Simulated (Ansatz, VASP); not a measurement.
ZrSe2 in VASP and in Ansatz

```
CELL_PARAMETERS angstrom
3.74095 0.00000 0.00000
-1.87048 3.23976 0.00000
0.00000 0.00000 68.61094
ATOMIC_POSITIONS crystal
Se 0.66667 0.33333 0.34457
Se 0.33333 0.66667 0.39115
Se 0.66667 0.33333 0.43274
Se 0.33333 0.66667 0.47927
Se 0.66667 0.33333 0.52073
Se 0.33333 0.66667 0.56726
Se 0.66667 0.33333 0.60885
Se 0.33333 0.66667 0.65543
Zr 0.00000 0.00000 0.36789
Zr 0.00000 0.00000 0.45601
Zr 0.00000 0.00000 0.54399
Zr 0.00000 0.00000 0.63211
```

Alike in both runs: functional PBE; dispersion D3(BJ); k mesh 12 × 12 × 1; occupations gaussian, width 0.01 eV; no spin polarisation.

Ansatz relaxed the structure, and its values are those at the end. VASP's run is a single point on that final structure, the one shown.

|  | VASP | Ansatz |
| --- | --- | --- |
| version | VASP 6.6.1 | Ansatz 0.2.0 |
| potentials or method | VASP PAW PBE potentials, release 64 (Se, Zr_sv), cutoff 400 eV | scalar-relativistic, plane waves, PAW |
| valence electrons in the cell | 96 | 176 |

```tsv
	VASP	Ansatz	Ansatz less VASP
gap on the k mesh at the Fermi level (eV)	0.19	0.19	+0.002
least direct gap on the mesh (eV)	1.02	1.03	+0.003
rms of the force components (eV/Å)	0.009	0.000	-0.0092
```

VASP's potentials hold 96 valence electrons a cell and Ansatz's 176, so a difference there can come from the potentials and not from the codes. Ansatz's warnings: xc potential rough in thin density.
